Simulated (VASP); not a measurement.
A run of VASP 6.6.1:

INCAR

```
SYSTEM = Tc
PREC = Accurate ; ENCUT = 520
EDIFF = 1E-6 ; ISMEAR = -1
SIGMA = 0.05 ; LREAL = .FALSE.
LASPH = .TRUE. ; NELM = 100
ALGO = Normal ; ISIF = 2
LWAVE = .FALSE. ; LCHARG = .FALSE.
GGA = CA ; NBANDS = 20
```

KPOINTS

```
Automatic mesh
0
G
  11 11 6
  0 0 0
```

The input POSCAR:

```
Tc
1.0
    2.7400000000      0.0000000000      0.0000000000
   -1.3700000000      2.3729096064      0.0000000000
    0.0000000000      0.0000000000      4.3980000000
Tc
2
Direct
    0.6666666667      0.3333333333      0.7500000000
    0.3333333333      0.6666666667      0.2500000000
```

Potentials or basis: VASP PAW LDA potentials, release 64 (Tc_pv).

Launch:

```bash
$ cat potpaw_LDA.64/Tc_pv/POTCAR > POTCAR
$ mpirun -np 1 vasp_std > vasp.out
```

Hardware: 1 thread of Intel(R) Xeon(R) Platinum 8259CL CPU @ 2.50GHz (Skylake/Cascade Lake), on a shared host.

Q: Estimate the wall time of this run.

A: It took 36 s on 1 thread of Intel(R) Xeon(R) Platinum 8259CL CPU @ 2.50GHz (Skylake/Cascade Lake), with other jobs on the host, peak memory 0.14 GiB. Counts: scf iterations 11, k points 64.
